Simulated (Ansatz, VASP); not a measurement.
**GaN in VASP and in Ansatz**

File INCAR:

```
SYSTEM = GaN
ALGO = Normal ; EDIFF = 1E-7
ENCUT = 520 ; GGA = PE
ISIF = 2 ; ISMEAR = 0
LASPH = .TRUE. ; LCHARG = .TRUE.
LELF = .TRUE. ; LREAL = .FALSE.
LVHAR = .TRUE. ; LWAVE = .FALSE.
NBANDS = 26 ; NELM = 100
PREC = Accurate ; SIGMA = 0.02
```

The input KPOINTS:

```
k-points
0
G
  12 12 6
  0 0 0
```

POSCAR

```
GaN
1.0
    3.1517930635      0.0317999966      0.0000000000
   -1.5483569269      2.7454411058      0.0000000000
    0.0000000000      0.0000000000      5.1662583000
Ga N
2 2
Direct
    0.3454325938      0.6545674062      0.0065139111
    0.6545674062      0.3454325938      0.5065139111
    0.3292975722      0.6707024278      0.3684860889
    0.6707024278      0.3292975722      0.8684860889
```

Input for Ansatz:

```yaml
crystal:
  lattice:
    - [3.1517930635, 0.0317999966, 0.0]
    - [-1.5483569269, 2.7454411058, 0.0]
    - [0.0, 0.0, 5.1662583]
  atoms:
    - { symbol: Ga, position: [0.3454325938, 0.6545674062, 0.0065139111] }
    - { symbol: Ga, position: [0.6545674062, 0.3454325938, 0.5065139111] }
    - { symbol: "N", position: [0.3292975722, 0.6707024278, 0.3684860889] }
    - { symbol: "N", position: [0.6707024278, 0.3292975722, 0.8684860889] }
basis:
  ecutwfc: 420
kpoints:
  mp_grid: { grid: [12, 12, 6] }
hamiltonian:
  xc: pbe
scf:
  occupations: { method: gaussian, width: 0.02 }
output:
  forces: true
  stress: true
  eigenvalues: true
```

Alike in both runs: task single point; functional PBE; k mesh 12 × 12 × 6; occupations gaussian, width 0.02 eV; no spin polarisation.

```csv
,VASP,Ansatz
version,VASP 6.6.1,Ansatz 0.2.0
potentials or method,"VASP PAW PBE potentials, release 64 (Ga_d, N), cutoff 520 eV","scalar-relativistic, plane waves, PAW"
valence electrons in the cell,36,36
```

Ansatz gave:

* gap on the k mesh at the Fermi level (eV): 1.90
* least direct gap on the mesh (eV): 1.90
* pressure (GPa): 9.7
* traceless stress, the component that is largest in VASP (GPa): 6.79
* rms of the force components (eV/Å): 0.736

Question: What did VASP give for the same quantities?

Answer: gap on the k mesh at the Fermi level (eV): 1.91; least direct gap on the mesh (eV): 1.91; pressure (GPa): 9.6; traceless stress, the component that is largest in VASP (GPa): 6.66; rms of the force components (eV/Å): 0.724.

Atom by atom the forces differ by 0.012 eV/Å (rms over components). The functional is the same, so the differences come from potentials, cutoffs and numerics. Ansatz's warnings: structure snapped to symmetry.
